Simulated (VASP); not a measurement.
NaF:

```
Na F
1.0
     1.55774   -4.45730    0.00000
     1.55774    4.45730    0.00000
     0.00000    0.00000    3.44057
Na F
2 2
Direct
  0.38685 0.61315 0.75000
  0.61315 0.38685 0.25000
  0.85650 0.14350 0.25000
  0.14350 0.85650 0.75000
```

| Property | Result |
| --- | --- |
| Program | VASP 6.6.1 |
| Task | relaxation of cell and atoms |
| Functional | PBEsol |
| Potentials or basis | VASP PAW PBE potentials, release 64 (Na_pv, F) |
| Cutoff | 600 eV |
| k mesh | 8 × 8 × 6 |
| Occupations | fermi-dirac, width 0.03 eV |
| Spin | no spin polarisation |

At the start: pressure 0.5 GPa; volume 11.94 Å³/atom.

How do energy, volume and symmetry change on relaxing?

Over 17 steps the energy falls by 73.0 meV/atom and the volume is 12.61 Å³/atom (+5.6 %); space group Cmcm (No. 63, to 0.05 Å).

Step by step:
```
step  energy change (eV)  largest force (eV/Å)  pressure (GPa)  volume (Å³)
   1              0.0000                1.0289            0.51        47.78
   2             -0.1439                0.6847            0.13        48.03
   3             -0.2693                0.2114           -0.17        48.45
   4             -0.2744                0.1350           -0.17        48.54
   5             -0.2794                0.0914            0.00        48.41
   6             -0.2820                0.0490            0.29        48.23
   7             -0.2835                0.0447            0.18        48.48
   8             -0.2866                0.0358           -0.21        49.24
   9             -0.2873                0.0290           -0.84        50.76
  10             -0.2878                0.0299           -0.63        50.18
  11             -0.2888                0.0263           -0.52        50.20
  12             -0.2909                0.0201           -0.25        50.26
  13             -0.2912                0.0279            0.40        50.34
  14             -0.2918                0.0251            0.12        50.31
  15             -0.2918                0.0252            0.12        50.31
  16             -0.2919                0.0173            0.07        50.38
  17             -0.2919                0.0090            0.03        50.46
```

Final structure:
```cif
data_structure
_symmetry_space_group_name_H-M 'P 1'
_symmetry_Int_Tables_number 1
_cell_length_a 5.1331
_cell_length_b 5.1331
_cell_length_c 3.3570
_cell_angle_alpha 90.000
_cell_angle_beta 90.000
_cell_angle_gamma 145.219
_cell_volume 50.46
loop_
_atom_site_label
_atom_site_type_symbol
_atom_site_fract_x
_atom_site_fract_y
_atom_site_fract_z
_atom_site_occupancy
Na1 Na 0.36739 0.63261 0.75000 1
Na2 Na 0.63261 0.36739 0.25000 1
F1 F 0.86912 0.13088 0.25000 1
F2 F 0.13088 0.86912 0.75000 1
```

Caveat: the PAW data sets were made with another functional, which shifts forces and pressure a little.
